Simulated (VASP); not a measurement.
# MnSn3 (Fm-3m) in VASP: notebook

The runs below take MnSn3 through single point, with PBE.

Everything below comes from runs of VASP 6.6.1. Logs are shortened: lines on timing, memory, paths and dates and some standing lists are left out, and cuts for length are marked.

### 1 The cell of the first run

The structure is cubic, space group Fm-3m (No. 225). The conventional cell has a = 7.238 Å, b = 7.238 Å, c = 7.238 Å, α = 90.00°, β = 90.00°, γ = 90.00°. Sn (site symmetry -43m) has 10 Sn at 3.13 to 3.62 Å and 4 Mn at 3.13 Å within 4.1 Å. Sn (site symmetry m-3m) has 8 Sn at 3.13 Å and 6 Mn at 3.62 Å within 4.1 Å. Within 4.1 Å of Mn (site symmetry m-3m) lie 14 Sn at 3.13 to 3.62 Å.

### 2 Single point, PBE

File INCAR:

```
PREC = Accurate
ENCUT = 520
EDIFF = 1E-7
ISMEAR = 0
SIGMA = 0.1
LREAL = False
LASPH = True
NELM = 60
ALGO = Fast
ISIF = 2
LWAVE = False
LCHARG = True
GGA = PE
LELF = True
LVHAR = True
NBANDS = 36
```

File KPOINTS:

```
regular mesh
0
Gamma
  10 10 10
```

File POSCAR:

```
MnSn3
1.0
    0.0000000000      3.6188635736      3.6188635736
    3.6188635736      0.0000000000      3.6188635736
    3.6188635736      3.6188635736      0.0000000000
Sn Mn
3 1
Direct
    0.2500000000      0.2500000000      0.2500000000
    0.7500000000      0.7500000000      0.7500000000
    0.5000000000      0.5000000000      0.5000000000
    0.0000000000      0.0000000000      0.0000000000
```

Potentials or basis: VASP PAW PBE potentials, release 64 (Sn_d, Mn_pv).

The run is started by

```
$ cat potpaw_PBE.64/Sn_d/POTCAR potpaw_PBE.64/Mn_pv/POTCAR > POTCAR
$ mpirun -np 1 vasp_std > vasp.out
```

OUTCAR:

```text
PREC = Accurate
   ENCUT = 520
   EDIFF = 1E-7
   ISMEAR = 0
   LREAL = False
   LASPH = True
   NELM = 60
   ISIF = 2
   GGA = PE

 ion  position               nearest neighbor table
   1  0.250  0.250  0.250-   4 3.13   4 3.13   3 3.13   3 3.13   4 3.13   3 3.13   4 3.13   3 3.13
                             2 3.62   2 3.62   2 3.62   2 3.62   2 3.62   2 3.62
   2  0.750  0.750  0.750-   3 3.13   3 3.13   4 3.13   4 3.13   4 3.13   4 3.13   3 3.13   3 3.13
                             1 3.62   1 3.62   1 3.62   1 3.62   1 3.62   1 3.62
   3  0.500  0.500  0.500-   1 3.13   1 3.13   2 3.13   2 3.13   2 3.13   2 3.13   1 3.13   1 3.13

   4  0.000  0.000  0.000-   2 3.13   2 3.13   1 3.13   1 3.13   2 3.13   1 3.13   2 3.13   1 3.13

  LATTYP: Found a face centered cubic cell.
 ALAT       =     7.2377271472

  Lattice vectors:

 A1 = (   0.0000000000,   3.6188635736,   3.6188635736)
 A2 = (   3.6188635736,   0.0000000000,   3.6188635736)
 A3 = (   3.6188635736,   3.6188635736,   0.0000000000)

Analysis of symmetry for initial positions (statically):
=====================================================================
 Subroutine PRICEL returns:
 Original cell was already a primitive cell.

 Routine SETGRP: Setting up the symmetry group for a
 face centered cubic supercell.

 Subroutine GETGRP returns: Found 48 space group operations
 (whereof 48 operations were pure point group operations)
 out of a pool of 48 trial point group operations.

The static configuration has the point symmetry O_h .

Analysis of symmetry for dynamics (positions and initial velocities):
=====================================================================
 Subroutine PRICEL returns:
 Original cell was already a primitive cell.

 Routine SETGRP: Setting up the symmetry group for a
 face centered cubic supercell.

 Subroutine GETGRP returns: Found 48 space group operations
 (whereof 48 operations were pure point group operations)
 out of a pool of 48 trial point group operations.

The dynamic configuration has the point symmetry O_h .

 Subroutine INISYM returns: Found 48 space group operations
 (whereof 48 operations are pure point group operations),
 and found     1 'primitive' translations

----------------------------------------------------------------------------------------

                                     Primitive cell

  volume of cell :      94.7865

  direct lattice vectors                    reciprocal lattice vectors
     0.000000000  3.618863574  3.618863574    -0.138164921  0.138164921  0.138164921
     3.618863574  0.000000000  3.618863574     0.138164921 -0.138164921  0.138164921
     3.618863574  3.618863574  0.000000000     0.138164921  0.138164921 -0.138164921

  length of vectors
     5.117845946  5.117845946  5.117845946     0.239308663  0.239308663  0.239308663

  position of ions in fractional coordinates (direct lattice)
     0.250000000  0.250000000  0.250000000
     0.750000000  0.750000000  0.750000000
     0.500000000  0.500000000  0.500000000
     0.000000000  0.000000000  0.000000000

  ion indices of the primitive-cell ions
   primitive index   ion index
                 1           1
                 2           2
                 3           3
                 4           4

----------------------------------------------------------------------------------------

 KPOINTS: regular mesh

Automatic generation of k-mesh.
 Grid dimensions read from file:
 generate k-points for:   10   10   10

 Generating k-lattice:

  Cartesian coordinates                     Fractional coordinates (reciprocal lattice)
    -0.013816492  0.013816492  0.013816492     0.100000000  0.000000000  0.000000000
     0.013816492 -0.013816492  0.013816492     0.000000000  0.100000000  0.000000000
     0.013816492  0.013816492 -0.013816492     0.000000000  0.000000000  0.100000000

  Length of vectors
     0.023930866  0.023930866  0.023930866

  Shift w.r.t. Gamma in fractional coordinates (k-lattice)
     0.000000000  0.000000000  0.000000000

 Subroutine IBZKPT returns following result:
 ===========================================

 Found     47 irreducible k-points:

 Following reciprocal coordinates:
            Coordinates               Weight
  0.000000  0.000000  0.000000      1.000000
  0.100000  0.000000  0.000000      8.000000
  0.200000  0.000000  0.000000      8.000000
  0.300000  0.000000  0.000000      8.000000
  0.400000  0.000000  0.000000      8.000000
  0.500000  0.000000  0.000000      4.000000
[... 16 lines left out ...]
  0.300000  0.300000  0.000000      6.000000
  0.400000  0.300000  0.000000     24.000000
 [... further k-points ...]
   k-points           NKPTS =     47   k-points in BZ     NKDIM =     47   number of bands    NBANDS=     36
   number of dos      NEDOS =    301   number of ions     NIONS =      4
   total plane-waves  NPLWV =  64000
   dimension x,y,z NGX =    40 NGY =   40 NGZ =   40
   dimension x,y,z NGXF=    80 NGYF=   80 NGZF=   80
   ions per type =               3   1
   NGX,Y,Z   is equivalent  to a cutoff of  12.99, 12.99, 12.99 a.u.
   NGXF,Y,Z  is equivalent  to a cutoff of  25.99, 25.99, 25.99 a.u.
 SYSTEM =  unknown system
   PREC   = accura    normal or accurate (medium, high low for compatibility)
   ISTART =      0    job   : 0-new  1-cont  2-samecut
   ICHARG =      2    charge: 1-file 2-atom 10-const
   ISPIN  =      1    spin polarized calculation?
   LNONCOLLINEAR =      F non collinear calculations
   LSORBIT =      F    spin-orbit coupling
   LASPH  =      T    aspherical Exc in radial PAW
   ENCUT  =  520.0 eV  38.22 Ry    6.18 a.u.   9.52  9.52  9.52*2*pi/ulx,y,z
   NELM   =     60;   NELMIN=  2; NELMDL= -5     # of ELM steps
   EDIFF  = 0.1E-06   stopping-criterion for ELM
   LREAL  =      F    real-space projection
   EDIFFG = 0.1E-05   stopping-criterion for IOM
   NSW    =      0    number of steps for IOM
   IBRION =     -1    ionic relax: 0-MD 1-quasi-New 2-CG
   NFREE  =      0    steps in history (QN), initial steepest desc. (CG)
   ISIF   =      2    stress and relaxation
   ISYM   =      2    0-nonsym 1-usesym 2-fastsym
   POTIM  = 0.5000    time-step for ionic-motion
   TEBEG  =    0.0;   TEEND  =   0.0 temperature during run
   PSTRESS=    0.0 pullay stress
   NELECT =      55.0000    total number of electrons
   NUPDOWN=      -1.0000    fix difference up-down
   EMIN   =  10.00;   EMAX   =-10.00  energy-range for DOS
   EFERMI =   0.00;   METHOD = LEGACY
   ISMEAR =     0;   SIGMA  =   0.10  broadening in eV -4-tet -1-fermi 0-gaus
   EFERMI_NEDOS =   21; number of points for ismear=-14 and -15
   IALGO  =     68    algorithm
   IMIX   =      4    mixing-type and parameters
     AMIX     =   0.40;   BMIX     =  1.00
     AMIX_MAG =   1.60;   BMIX_MAG =  1.00
  volume/ion in A,a.u.               =      23.70       159.91
  Fermi-wavevector in a.u.,A,eV,Ry     =   1.365464  2.580352 25.367945  1.864491
  Thomas-Fermi vector in A             =   2.491690
   LORBIT       =      0    0 simple, 1 ext, 2 COOP (PROOUT), +10 PAW based schemes
   GGA     = PE    functional components
   LHFCALC =     F    Hartree Fock is set to
   AEXX    =    0.0000 exact exchange contribution
   IVDW    =     0    specifies the selected vdW correction
   LEPSILON=     F    determine dielectric tensor
   LRPA    =     F    only Hartree local field effects (RPA)
 non-spin polarized calculation
 RMM-DIIS sequential band-by-band and
 Gauss-broadening in eV      SIGMA  =   0.10
  energy-cutoff  :      520.00
  volume of cell :       94.79
 maximum number of plane-waves:      2637
 NGX is ok and might be reduce to    40
   NGX = 19   NGY = 19   NGZ = 19

 number of electron      55.0000004 magnetization

 Free energy of the ion-electron system (eV)
  ---------------------------------------------------
  ext. energy  EPLUGINS =         0.00000000
  ---------------------------------------------------
  free energy    TOTEN  =       -17.65581721 eV

  energy without entropy =      -17.60479976  energy(sigma->0) =      -17.63030848

 E-fermi :   7.9188     XC(G=0): -10.7450

 val. band max:        7.9173388769   @ k =  -0.3000   0.4000   0.1000
 cond. band min:       7.9268175260   @ k =   0.2000   0.2000   0.0000
 fundamental gap:      0.0094786491
 Fermi energy:         7.9187532383

 k-point     1 :       0.0000    0.0000    0.0000
  band No.  band energies     occupation
      1     -39.4333      2.00000
      2     -39.4333      2.00000
      3     -39.4333      2.00000
      4     -13.5773      2.00000
      5     -13.5773      2.00000
      6     -13.5773      2.00000
[... 28 lines left out ...]
     35       9.8058      0.00000
     36      11.8738      0.00000

 k-point     2 :       0.1000    0.0000    0.0000
  band No.  band energies     occupation
      1     -39.4333      2.00000
      2     -39.4333      2.00000
      3     -39.4333      2.00000
      4     -13.5791      2.00000
      5     -13.5791      2.00000
      6     -13.5776      2.00000
[... 28 lines left out ...]
     35      10.1798      0.00000
     36      12.5045      0.00000

 k-point     3 :       0.2000    0.0000    0.0000
  band No.  band energies     occupation
      1     -39.4333      2.00000
      2     -39.4333      2.00000
      3     -39.4333      2.00000
      4     -13.5838      2.00000
      5     -13.5838      2.00000
      6     -13.5773      2.00000
[... 28 lines left out ...]
     35      11.0003      0.00000
     36      13.8793      0.00000
[... 742 lines left out ...]
 k-point    23 :       0.3000    0.3000    0.0000
  band No.  band energies     occupation
      1     -39.4333      2.00000
      2     -39.4333      2.00000
      3     -39.4333      2.00000
      4     -13.5963      2.00000
      5     -13.5963      2.00000
      6     -13.5639      2.00000
[... 28 lines left out ...]
     35      13.0626      0.00000
     36      13.9346      0.00000

 k-point    24 :       0.4000    0.3000    0.0000
  band No.  band energies     occupation
      1     -39.4333      2.00000
      2     -39.4333      2.00000
      3     -39.4333      2.00000
      4     -13.5992      2.00000
      5     -13.5978      2.00000
      6     -13.5636      2.00000
[... 28 lines left out ...]
     35      13.5028      0.00000
     36      13.9675      0.00000

 [... further k-points ...]
[... 5 lines left out ...]
  --------------------------------------------------------------------------------------
  -------------------------------------------------------------------------------------
  Total       -2.7769070     -2.7769070     -2.7769070      0.0000000     -0.0000000      0.0000000
  in kB      -46.9380769    -46.9380769    -46.9380769      0.0000000     -0.0000000      0.0000000
  external PRESSURE =     -46.9380769 kB  Pullay stress =       0.0000000 kB

 VOLUME and BASIS-vectors are now :
 -----------------------------------------------------------------------------
  energy-cutoff  :      520.00
  volume of cell :       94.79
      direct lattice vectors                 reciprocal lattice vectors
     0.000000000  3.618863574  3.618863574    -0.138164921  0.138164921  0.138164921
     3.618863574  0.000000000  3.618863574     0.138164921 -0.138164921  0.138164921
     3.618863574  3.618863574  0.000000000     0.138164921  0.138164921 -0.138164921

 POSITION                                       TOTAL-FORCE (eV/Angst)
 -----------------------------------------------------------------------------------
      1.80943      1.80943      1.80943         0.000000      0.000000      0.000000
      5.42830      5.42830      5.42830        -0.000000     -0.000000      0.000000
      3.61886      3.61886      3.61886        -0.000000     -0.000000     -0.000000
      0.00000      0.00000      0.00000        -0.000000     -0.000000     -0.000000
 -----------------------------------------------------------------------------------
    total drift:                               -0.000000      0.000000      0.000000

  FREE ENERGIE OF THE ION-ELECTRON SYSTEM (eV)
  ---------------------------------------------------
  free  energy   TOTEN  =       -17.6558172063 eV

  energy  without entropy=      -17.6047997637  energy(sigma->0) =      -17.63030848
```

Wall time 4.7 min (1 thread of AMD EPYC 9R14 (Zen 4), shared host); peak memory 0.29 GiB.

What came out:

```
Free energy            : -17.6558 eV
Pressure               : -4.7 GPa
Band gap on the k mesh : zero (an odd number of electrons rules out a gap without spin polarisation)
```

Caveat: the cell stands under tension; spin-orbit coupling is left out, which moves the levels of the heavy elements; the run has no spin polarisation, though such a crystal can be magnetic. Spin polarisation is off, so any magnetic state and its effect on volume and gap are missing.

### 3 Single point, PBE

This run uses another cell than the first one, of 24.68 Å³/atom.

File INCAR:

```
ALGO     = Fast           # electronic algorithm
EDIFF    = 1E-6           # SCF threshold, eV
ENCUT    = 520            # plane-wave cutoff, eV
GGA      = PE             # functional
ISIF     = 2              # what is computed and relaxed
ISMEAR   = 0              # smearing method
LASPH    = T              # aspherical terms in the spheres
LCHARG   = F              # write CHGCAR
LREAL    = F              # projectors in reciprocal space
LWAVE    = F              # write WAVECAR
NBANDS   = 36             # bands
NELM     = 80             # most SCF steps
PREC     = Accurate       # precision mode
SIGMA    = 0.1            # smearing width, eV
```

File KPOINTS:

```
k-points
0
Gamma
  10 10 10
```

File POSCAR:

```
MnSn3
1.0
    0.0000000000      3.6684432082      3.6684432082
    3.6684432082      0.0000000000      3.6684432082
    3.6684432082      3.6684432082      0.0000000000
Sn Mn
3 1
Direct
    0.2500000000      0.2500000000      0.2500000000
    0.7500000000      0.7500000000      0.7500000000
    0.5000000000      0.5000000000      0.5000000000
    0.0000000000      0.0000000000      0.0000000000
```

Potentials or basis: VASP PAW PBE potentials, release 64 (Sn_d, Mn_pv).

The run is started by

```
$ cat potpaw_PBE.64/Sn_d/POTCAR potpaw_PBE.64/Mn_pv/POTCAR > POTCAR
$ mpirun -np 1 vasp_std > vasp.out
```

Run time: 4.2 min. Hardware: 1 thread of AMD EPYC 9R14 (Zen 4), shared host; peak memory 0.3 GiB.

It converged, with:

| Quantity | Value |
| --- | --- |
| Free energy | -17.5187 eV |
| Pressure | -6.5 GPa |
| Band gap on the k mesh | zero (an odd number of electrons rules out a gap without spin polarisation) |

Levels at points of the mesh, in eV from the Fermi level:
| k point | band 23 | band 24 | band 25 | band 26 | band 27 | band 28 | band 29 | band 30 | band 31 | band 32 |
| --- | --- | --- | --- | --- | --- | --- | --- | --- | --- | --- |
| (0.00, 0.00, 0.00) | -1.97 | -1.97 | -0.71 | -0.71 | -0.71 | -0.28 | -0.28 | 1.37 | 1.37 | 1.37 |
| (0.50, 0.00, 0.00) | -2.55 | -1.54 | -0.68 | -0.68 | -0.30 | -0.30 | 0.59 | 0.72 | 0.72 | 2.91 |
| (0.50, 0.50, 0.00) | -3.71 | -2.31 | -0.35 | -0.35 | -0.15 | 0.08 | 0.41 | 3.46 | 3.84 | 3.84 |

Caveat: the cell stands under tension; spin-orbit coupling is left out, which moves the levels of the heavy elements; the run has no spin polarisation, though such a crystal can be magnetic.

(Part 1 of 3 ends here.)
